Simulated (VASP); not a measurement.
Set up this calculation in VASP 6.6.1, as the native input.

```
Task                   : relaxation of shape and atoms at fixed volume
Functional             : PBE
Potentials or basis    : VASP PAW PBE potentials, release 64 (Cd, O)
Cutoff                 : 600 eV
k mesh                 : 12 × 12 × 4
Occupations            : gaussian, width 0.1 eV
Spin                   : no spin polarisation
Dipole correction      : no
Further INCAR settings : ALGO = Normal; EDIFF = 1e-06; IBRION = 2; EDIFFG = -0.01; NSW = 50; ISIF = 4
```

The structure of CdO5 lies in POSCAR:

```
CdO5
1.0
    3.7309423639      0.0000000000      0.0000000000
   -1.8654711820      3.2310908672      0.0000000000
    0.0000000000      0.0000000000      7.9977147197
Cd O
1 5
Direct
    0.0000000000      0.0000000000      0.0000000000
    0.0000000000      0.0000000000      0.5750644216
    0.0000000000      0.0000000000      0.4249355784
    0.6666666667      0.3333333333      0.5749808663
    0.6666666667      0.3333333333      0.4250191337
    0.3333333333      0.6666666667      0.0000000000
```

One way to write it, as run:

INCAR

```
SYSTEM = CdO5
PREC = Accurate ; ENCUT = 600
EDIFF = 1E-6 ; ISMEAR = 0
SIGMA = 0.1 ; LREAL = .False.
LASPH = .True. ; NELM = 100
ALGO = Normal ; ISIF = 4
LWAVE = .False. ; LCHARG = .False.
GGA = PE ; IBRION = 2
NSW = 50 ; EDIFFG = -0.01
```

KPOINTS

```
regular mesh
0
Gamma
  12 12 4
  0 0 0
```

Potentials or basis: VASP PAW PBE potentials, release 64 (Cd, O).

Command:

```bash
$ cat potpaw_PBE.64/Cd/POTCAR potpaw_PBE.64/O/POTCAR > POTCAR
$ mpirun -np 1 vasp_std > vasp.out
```

Results of the run:

| Property | Result |
| --- | --- |
| Energy gained by relaxing | 15.3 meV/atom |
| Ionic steps | 9 |
| Pressure after relaxing | 0.2 GPa |
| Largest force after relaxing | 0.008 eV/Å |
| Band gap on the k mesh | zero (bands 21 and 22 overlap by 0.21 eV) |

Caveat: the standard files for N, O and F lose accuracy on very short bonds; semilocal functionals underestimate gaps, and a narrow one can read as zero.

It took 37 min on 1 thread of AMD EPYC 7571 (shared host), peak memory 0.3 GiB.
